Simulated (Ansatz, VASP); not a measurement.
Pb in VASP and in Ansatz

```
Pb
1.0
     2.88757    0.00000    0.00000
    -1.44379    2.50071    0.00000
     0.00000    0.00000    4.78637
Pb
2
Direct
  0.33333 0.66667 0.25000
  0.66667 0.33333 0.75000
```

Change from the starting cell: volume scaled by 0.58, LAPW.

Alike in both runs: task single point; functional PBEsol; k mesh 14 × 14 × 8; occupations fermi-dirac, width 0.05 eV; no spin polarisation.

|  | VASP | Ansatz |
| --- | --- | --- |
| version | VASP 6.6.1 | Ansatz 0.2.0 |
| potentials or method | VASP PAW PBE potentials, release 64 (Pb_d), cutoff 520 eV | all-electron LAPW, scalar-relativistic |

VASP gave:

```
pressure (GPa)                                                : 99.9
traceless stress, the component that is largest in VASP (GPa) : 0.22
```

Task: What did Ansatz give for the same quantities?

Result: Pressure (GPa): 100.0; traceless stress, the component that is largest in VASP (GPa): 0.20.

VASP's potentials were made for PBE, not for PBEsol. Both programs put the cell under a high pressure, so it lies far from rest at this level. Ansatz ran all-electron here, and VASP with PAW potentials.

Neither program's run includes spin-orbit coupling. Noted on VASP's run: the cell as given lies far from equilibrium.
